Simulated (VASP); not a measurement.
Sr3Ta2O: single point with PBE

Sr3Ta2O:

```
Sr Ta O
1.0
     5.82301    0.00000    0.00000
    -2.91150    5.04287    0.00000
     0.00000    0.00000    5.52593
Sr Ta O
3 2 1
Direct
  0.50000 0.00000 0.00000
  0.00000 0.50000 0.00000
  0.50000 0.50000 0.00000
  0.00000 0.00000 0.79154
  0.00000 0.00000 0.20846
  0.00000 0.00000 0.50000
```

```
Program             : VASP 6.6.1
Task                : single point
Functional          : PBE
Potentials or basis : VASP PAW PBE potentials, release 64 (Sr_sv, Ta_pv, O)
Cutoff              : 520 eV
k mesh              : 3 × 3 × 4
Occupations         : gaussian, width 0.1 eV
Spin                : no spin polarisation
```

```yaml
Pressure: 36.6 GPa
Largest_force: 13.250 eV/Å
Band_gap_on_the_k_mesh: zero (band 29 reaches 3.29 eV, above the bottom of band 30 at 2.59 eV)
```

Forces on the atoms (eV/Å):
```
Sr    0.000   0.000   0.000
Sr    0.000   0.000   0.000
Sr    0.000   0.000   0.000
Ta    0.000   0.000  13.250
Ta    0.000   0.000 -13.250
O     0.000   0.000   0.000
```

Stress tensor (GPa, compression positive):
```
24.76  0.00  0.00
 0.00 24.76  0.00
 0.00  0.00 60.29
```

Levels at points of the mesh, in eV from the Fermi level:
| k point | band 27 | band 28 | band 29 | band 30 | band 31 | band 32 |
| --- | --- | --- | --- | --- | --- | --- |
| (0.00, 0.00, 0.00) | -0.30 | -0.14 | 0.19 | 0.71 | 0.71 | 1.22 |
| (0.00, 0.00, 0.50) | -1.32 | -1.32 | -1.26 | -0.51 | 0.84 | 0.84 |

Wall time 40 s on 1 thread of Intel(R) Xeon(R) 6975P-C (Granite Rapids) (shared host), peak memory 0.31 GiB.

Caveat: the k points lie up to 0.42 Å⁻¹ apart; spin-orbit coupling is left out, which moves the levels of the heavy elements; forces of over 1 eV/Å act on the atoms, so gaps and moduli don't describe the material at rest.
